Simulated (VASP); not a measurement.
# Pt (P6_3/mmc) in VASP: notebook, part 2 of 2

VASP 6.6.1. Earlier steps stand in the parts before.

**3. Single point, PBEsol**

This run uses another cell than the first one, of 12.87 Å³/atom.

Input file INCAR:

```
SYSTEM = Pt
PREC = Accurate
ENCUT = 520
EDIFF = 1E-7
ISMEAR = 0
SIGMA = 0.15
LREAL = .FALSE.
LASPH = .TRUE.
NELM = 100
ALGO = Normal
ISIF = 2
LWAVE = .FALSE.
LCHARG = .FALSE.
GGA = PS
NBANDS = 17
```

Input file KPOINTS:

```
Automatic mesh
0
G
  18 18 10
  0 0 0
```

Input file POSCAR:

```
Pt
1.0
    2.5344000000      0.0000000000      0.0000000000
   -1.2672000000      2.1948547833      0.0000000000
    0.0000000000      0.0000000000      4.6285000000
Pt
2
Direct
    0.6666666667      0.3333333333      0.7500000000
    0.3333333333      0.6666666667      0.2500000000
```

Potentials or basis: VASP PAW PBE potentials, release 64 (Pt).

Command:

```
cat potpaw_PBE.64/Pt/POTCAR > POTCAR
mpirun -np 1 vasp_std > vasp.out
```

OUTCAR:

```text
SYSTEM = Pt
   PREC = Accurate
   ENCUT = 520
   EDIFF = 1E-7
   ISMEAR = 0
   LREAL = .FALSE.
   LASPH = .TRUE.
   NELM = 100
   ISIF = 2
   GGA = PS

 ion  position               nearest neighbor table
   1  0.667  0.333  0.750-   2 2.74   2 2.74   2 2.74   2 2.74   2 2.74   2 2.74
   2  0.333  0.667  0.250-   1 2.74   1 2.74   1 2.74   1 2.74   1 2.74   1 2.74

  LATTYP: Found a hexagonal cell.
 ALAT       =     2.5344000000
 C/A-ratio  =     1.8262705177

  Lattice vectors:

 A1 = (   2.5344000000,   0.0000000000,   0.0000000000)
 A2 = (  -1.2672000000,   2.1948547833,   0.0000000000)
 A3 = (   0.0000000000,   0.0000000000,   4.6285000000)

Analysis of symmetry for initial positions (statically):
=====================================================================
 Subroutine PRICEL returns:
 Original cell was already a primitive cell.

 Routine SETGRP: Setting up the symmetry group for a
 hexagonal supercell.

 Subroutine GETGRP returns: Found 24 space group operations
 (whereof 12 operations were pure point group operations)
 out of a pool of 24 trial point group operations.

The static configuration has the point symmetry D_3d.
 The point group associated with its full space group is D_6h.

Analysis of symmetry for dynamics (positions and initial velocities):
=====================================================================
 Subroutine PRICEL returns:
 Original cell was already a primitive cell.

 Routine SETGRP: Setting up the symmetry group for a
 hexagonal supercell.

 Subroutine GETGRP returns: Found 24 space group operations
 (whereof 12 operations were pure point group operations)
 out of a pool of 24 trial point group operations.

The dynamic configuration has the point symmetry D_3d.
 The point group associated with its full space group is D_6h.

 Subroutine INISYM returns: Found 24 space group operations
 (whereof 12 operations are pure point group operations),
 and found     1 'primitive' translations

----------------------------------------------------------------------------------------

                                     Primitive cell

  volume of cell :      25.7467

  direct lattice vectors                    reciprocal lattice vectors
     2.534400000  0.000000000  0.000000000     0.394570707  0.227805504  0.000000000
    -1.267200000  2.194854783  0.000000000     0.000000000  0.455611008  0.000000000
     0.000000000  0.000000000  4.628500000     0.000000000  0.000000000  0.216052717

  length of vectors
     2.534400000  2.534400000  4.628500000     0.455611008  0.455611008  0.216052717

  position of ions in fractional coordinates (direct lattice)
     0.666666667  0.333333333  0.750000000
     0.333333333  0.666666667  0.250000000

  ion indices of the primitive-cell ions
   primitive index   ion index
                 1           1
                 2           2

----------------------------------------------------------------------------------------

 KPOINTS: Automatic mesh

Automatic generation of k-mesh.
 Grid dimensions read from file:
 generate k-points for:   18   18   10

 Generating k-lattice:

  Cartesian coordinates                     Fractional coordinates (reciprocal lattice)
     0.021920595  0.012655861  0.000000000     0.055555556  0.000000000  0.000000000
     0.000000000  0.025311723  0.000000000     0.000000000  0.055555556  0.000000000
     0.000000000  0.000000000  0.021605272     0.000000000  0.000000000  0.100000000

  Length of vectors
     0.025311723  0.025311723  0.021605272

  Shift w.r.t. Gamma in fractional coordinates (k-lattice)
     0.000000000  0.000000000  0.000000000

 Subroutine IBZKPT returns following result:
 ===========================================

 Found    222 irreducible k-points:

 Following reciprocal coordinates:
            Coordinates               Weight
  0.000000  0.000000  0.000000      1.000000
  0.055556  0.000000  0.000000      6.000000
  0.111111  0.000000  0.000000      6.000000
  0.166667  0.000000  0.000000      6.000000
  0.222222  0.000000  0.000000      6.000000
  0.277778  0.000000  0.000000      6.000000
[... 16 lines left out ...]
  0.333333  0.111111  0.000000     12.000000
  0.388889  0.111111  0.000000     12.000000
 [... further k-points ...]
   k-points           NKPTS =    222   k-points in BZ     NKDIM =    222   number of bands    NBANDS=     17
   number of dos      NEDOS =    301   number of ions     NIONS =      2
   total plane-waves  NPLWV =  14400
   dimension x,y,z NGX =    20 NGY =   20 NGZ =   36
   dimension x,y,z NGXF=    40 NGYF=   40 NGZF=   72
   ions per type =               2
   NGX,Y,Z   is equivalent  to a cutoff of  13.12, 13.12, 12.93 a.u.
   NGXF,Y,Z  is equivalent  to a cutoff of  26.24, 26.24, 25.86 a.u.
 SYSTEM =  Pt
   PREC   = accura    normal or accurate (medium, high low for compatibility)
   ISTART =      0    job   : 0-new  1-cont  2-samecut
   ICHARG =      2    charge: 1-file 2-atom 10-const
   ISPIN  =      1    spin polarized calculation?
   LNONCOLLINEAR =      F non collinear calculations
   LSORBIT =      F    spin-orbit coupling
   LASPH  =      T    aspherical Exc in radial PAW
   ENCUT  =  520.0 eV  38.22 Ry    6.18 a.u.   4.71  4.71  8.61*2*pi/ulx,y,z
   NELM   =    100;   NELMIN=  2; NELMDL= -5     # of ELM steps
   EDIFF  = 0.1E-06   stopping-criterion for ELM
   LREAL  =      F    real-space projection
   EDIFFG = 0.1E-05   stopping-criterion for IOM
   NSW    =      0    number of steps for IOM
   IBRION =     -1    ionic relax: 0-MD 1-quasi-New 2-CG
   NFREE  =      0    steps in history (QN), initial steepest desc. (CG)
   ISIF   =      2    stress and relaxation
   ISYM   =      2    0-nonsym 1-usesym 2-fastsym
   POTIM  = 0.5000    time-step for ionic-motion
   TEBEG  =    0.0;   TEEND  =   0.0 temperature during run
   PSTRESS=    0.0 pullay stress
   NELECT =      20.0000    total number of electrons
   NUPDOWN=      -1.0000    fix difference up-down
   EMIN   =  10.00;   EMAX   =-10.00  energy-range for DOS
   EFERMI =   0.00;   METHOD = LEGACY
   ISMEAR =     0;   SIGMA  =   0.15  broadening in eV -4-tet -1-fermi 0-gaus
   EFERMI_NEDOS =   21; number of points for ismear=-14 and -15
   IALGO  =     38    algorithm
   IMIX   =      4    mixing-type and parameters
     AMIX     =   0.40;   BMIX     =  1.00
     AMIX_MAG =   1.60;   BMIX_MAG =  1.00
  volume/ion in A,a.u.               =      12.87        86.87
  Fermi-wavevector in a.u.,A,eV,Ry     =   1.504912  2.843871 30.813930  2.264760
  Thomas-Fermi vector in A             =   2.615830
   LORBIT       =      0    0 simple, 1 ext, 2 COOP (PROOUT), +10 PAW based schemes
   GGA     = PS    functional components
   LHFCALC =     F    Hartree Fock is set to
   AEXX    =    0.0000 exact exchange contribution
   IVDW    =     0    specifies the selected vdW correction
   LEPSILON=     F    determine dielectric tensor
   LRPA    =     F    only Hartree local field effects (RPA)
 non-spin polarized calculation
 Gauss-broadening in eV      SIGMA  =   0.15
  energy-cutoff  :      520.00
  volume of cell :       25.75
 maximum number of plane-waves:       726
 NGX is ok and might be reduce to    20
   NGX =  9   NGY =  9   NGZ = 17

 number of electron      19.9999999 magnetization

 Free energy of the ion-electron system (eV)
  ---------------------------------------------------
  ext. energy  EPLUGINS =         0.00000000
  ---------------------------------------------------
  free energy    TOTEN  =       -12.83530899 eV

  energy without entropy =      -12.81025576  energy(sigma->0) =      -12.82278237

 E-fermi :  14.3476     XC(G=0): -14.5640

 val. band max:       14.3455870020   @ k =   0.3889   0.0556   0.5000
 cond. band min:      14.3498752055   @ k =   0.3889   0.2222   0.4000
 fundamental gap:      0.0042882035
 Fermi energy:        14.3476177847

 k-point     1 :       0.0000    0.0000    0.0000
  band No.  band energies     occupation
      1       2.2111      2.00000
      2       4.8035      2.00000
      3       8.4149      2.00000
      4       9.5700      2.00000
      5       9.5700      2.00000
      6       9.9887      2.00000
[... 9 lines left out ...]
     16      31.3079      0.00000
     17      37.8766      0.00000
[... 441 lines left out ...]
 k-point    24 :       0.3889    0.1111    0.0000
  band No.  band energies     occupation
      1       5.9477      2.00000
      2       6.2161      2.00000
      3       6.6559      2.00000
      4       9.3802      2.00000
      5       9.8786      2.00000
      6      10.1869      2.00000
[... 9 lines left out ...]
     16      28.5556      0.00000
     17      28.5947      0.00000

 [... further k-points ...]

------------------------ aborting loop because EDIFF is reached ----------------------------------------

  FORCE on cell =-STRESS in cart. coord.  units (eV):
  Direction    XX          YY          ZZ          XY          YZ          ZX
  --------------------------------------------------------------------------------------
  -------------------------------------------------------------------------------------
  Total       14.2363429     14.2363429      7.5608612     -0.0000000     -0.0000000      0.0000000
  in kB      885.9063281    885.9063281    470.5010858     -0.0000000     -0.0000000      0.0000000
  external PRESSURE =     747.4379140 kB  Pullay stress =       0.0000000 kB

 VOLUME and BASIS-vectors are now :
 -----------------------------------------------------------------------------
  energy-cutoff  :      520.00
  volume of cell :       25.75
      direct lattice vectors                 reciprocal lattice vectors
     2.534400000  0.000000000  0.000000000     0.394570707  0.227805504  0.000000000
    -1.267200000  2.194854783  0.000000000     0.000000000  0.455611008  0.000000000
     0.000000000  0.000000000  4.628500000     0.000000000  0.000000000  0.216052717

 POSITION                                       TOTAL-FORCE (eV/Angst)
 -----------------------------------------------------------------------------------
      1.26720      0.73162      3.47138        -0.000000     -0.000000      0.000000
     -0.00000      1.46324      1.15712         0.000000      0.000000      0.000000
 -----------------------------------------------------------------------------------
    total drift:                               -0.000000      0.000000     -0.000000

  FREE ENERGIE OF THE ION-ELECTRON SYSTEM (eV)
  ---------------------------------------------------
  free  energy   TOTEN  =       -12.8353089889 eV

  energy  without entropy=      -12.8102557581  energy(sigma->0) =      -12.82278237
```

OSZICAR:

```text
N       E                     dE             d eps       ncg     rms          rms(c)
DAV:   1     0.108533139986E+03    0.10853E+03   -0.10709E+04  7572   0.116E+03
DAV:   2    -0.116976027597E+02   -0.12023E+03   -0.11494E+03  8181   0.262E+02
DAV:   3    -0.136536779993E+02   -0.19561E+01   -0.19408E+01  9157   0.336E+01
DAV:   4    -0.136629711629E+02   -0.92932E-02   -0.92921E-02  9053   0.240E+00
DAV:   5    -0.136630506897E+02   -0.79527E-04   -0.79526E-04  9347   0.224E-01    0.303E+01
DAV:   6    -0.129881188674E+02    0.67493E+00   -0.73155E-01  8014   0.795E+00    0.162E+01
DAV:   7    -0.128479425978E+02    0.14018E+00   -0.30392E-01  8827   0.513E+00    0.259E+00
DAV:   8    -0.128357011694E+02    0.12241E-01   -0.41511E-02  8438   0.181E+00    0.853E-01
DAV:   9    -0.128352991347E+02    0.40203E-03   -0.50164E-04  8981   0.200E-01    0.711E-02
DAV:  10    -0.128353076359E+02   -0.85013E-05   -0.10045E-05  9419   0.224E-02    0.115E-02
DAV:  11    -0.128353090150E+02   -0.13791E-05   -0.10046E-06  9251   0.816E-03    0.452E-03
DAV:  12    -0.128353089889E+02    0.26055E-07   -0.62706E-08  5270   0.230E-03
   1 F= -.12835309E+02 E0= -.12822782E+02  d E =-.250532E-01
```

stdout:

```text
POSCAR found type information on POSCAR Pt
 POSCAR found :  1 types and       2 ions
 scaLAPACK will be used
 -----------------------------------------------------------------------------
|                                                                             |
|                                                                             |
|     You enforced a specific xc type in the INCAR file but a different       |
|     I HOPE YOU KNOW WHAT YOU ARE DOING!                                     |
|                                                                             |
 -----------------------------------------------------------------------------

 LDA part: xc-table for (Slater+PW92), standard interpolation
 POSCAR, INCAR and KPOINTS ok, starting setup
 FFT: planning ... GRIDC
 FFT: planning ... GRID_SOFT
 FFT: planning ... GRID
 WAVECAR not read
 entering main loop
```

Wall time 37 s (1 thread of Intel Xeon 6975P-C (Granite Rapids), shared host); peak memory 0.2 GiB.

Results:

```
Free energy            : -12.8353 eV
Pressure               : 74.7 GPa
Band gap on the k mesh : zero (bands 10 and 11 overlap by 1.99 eV)
```

Levels at points of the mesh, in eV from the Fermi level:
```
           k point  band 7  band 8  band 9  band 10  band 11  band 12  band 13  band 14
(0.00, 0.00, 0.00)   -4.36   -2.14   -2.03    -2.03    -0.19    -0.19     5.42    14.63
(0.50, 0.00, 0.00)   -3.45   -0.10    0.85     1.07     2.82     4.61     8.64     9.34
(0.00, 0.00, 0.50)   -4.71   -4.71   -0.92    -0.92    -0.92    -0.92    12.15    12.15
(0.50, 0.00, 0.50)   -1.39   -1.39    0.97     0.97     1.67     1.67     8.47     8.47
```

Caveat: the stress differs along the axes, from 47 to 89 GPa; the PAW data sets were made with another functional, which shifts forces and pressure a little; spin-orbit coupling is left out, which moves the levels of the heavy elements.

**4. Single point, PBEsol**

This run uses another cell than the first one, of 13.07 Å³/atom.

Input file INCAR:

```
PREC = Accurate
ENCUT = 520
EDIFF = 1E-6
ISMEAR = 0
SIGMA = 0.15
LREAL = F
LASPH = T
NELM = 80
ALGO = Fast
ISIF = 2
LWAVE = F
LCHARG = F
GGA = PS
NBANDS = 17
```

Input file KPOINTS:

```
Automatic mesh
0
Gamma
  18 18 10
```

Input file POSCAR:

```
Pt
1.0
    2.5980000000      0.0000000000      0.0000000000
   -1.2990000000      2.2499339990      0.0000000000
    0.0000000000      0.0000000000      4.4716000000
Pt
2
Direct
    0.6666666667      0.3333333333      0.7500000000
    0.3333333333      0.6666666667      0.2500000000
```

Command:

```
cat potpaw_PBE.64/Pt/POTCAR > POTCAR
mpirun -np 1 vasp_std > vasp.out
```

Wall time 35 s (1 thread of Intel Xeon 6975P-C (Granite Rapids), shared host); peak memory 0.2 GiB.

The run converged. Its results:

```
Free energy            : -13.1468 eV
Pressure               : 61.0 GPa
Band gap on the k mesh : zero (bands 10 and 11 overlap by 1.78 eV)
```

Stress tensor (GPa, compression positive):
```
63.05  0.00  0.00
 0.00 63.05  0.00
 0.00  0.00 56.83
```

Levels at points of the mesh, in eV from the Fermi level:
| k point | band 6 | band 7 | band 8 | band 9 | band 10 | band 11 | band 12 | band 13 | band 14 | band 15 |
| --- | --- | --- | --- | --- | --- | --- | --- | --- | --- | --- |
| (0.00, 0.00, 0.00) | -4.12 | -4.12 | -2.54 | -2.54 | -1.61 | -0.31 | -0.31 | 6.14 | 14.53 | 15.54 |
| (0.50, 0.00, 0.00) | -3.97 | -3.70 | 0.09 | 0.40 | 0.70 | 2.67 | 4.40 | 8.29 | 9.83 | 11.28 |
| (0.00, 0.00, 0.50) | -4.65 | -4.65 | -4.65 | -1.08 | -1.08 | -1.08 | -1.08 | 13.14 | 13.14 | 15.58 |
| (0.50, 0.00, 0.50) | -2.55 | -1.40 | -1.40 | 0.58 | 0.58 | 1.66 | 1.66 | 7.94 | 7.94 | 14.99 |

Caveat: the stress differs along the axes, from 57 to 63 GPa; the PAW data sets were made with another functional, which shifts forces and pressure a little; spin-orbit coupling is left out, which moves the levels of the heavy elements.

**5. Overview**

```csv
cell,gap on the mesh (eV),pressure (GPa)
"a = 2.534, b = 2.534, c = 4.550 Å, angles 90.0, 90.0, 120.0°, 2 atoms",none,84.1
"a = 2.534, b = 2.534, c = 4.628 Å, angles 90.0, 90.0, 120.0°, 2 atoms",none,74.7
"a = 2.598, b = 2.598, c = 4.472 Å, angles 90.0, 90.0, 120.0°, 2 atoms",none,61.0
```

Alike in all rows: task single point; level PBEsol; potentials or basis VASP PAW PBE potentials, release 64 (Pt); no spin polarisation; k mesh 18 × 18 × 10; cutoff (eV) 520; smearing gaussian 0.15 eV.

Caveats: the PAW data sets were made with another functional, which shifts forces and pressure a little; spin-orbit coupling is left out, which moves the levels of the heavy elements; the stress differs along the axes, from 61 to 95 GPa (at least some runs); the stress differs along the axes, from 47 to 89 GPa (at least some runs); the stress differs along the axes, from 57 to 63 GPa (at least some runs).

Total energies depend on the potentials used, so only differences within one code and one set of settings carry meaning.
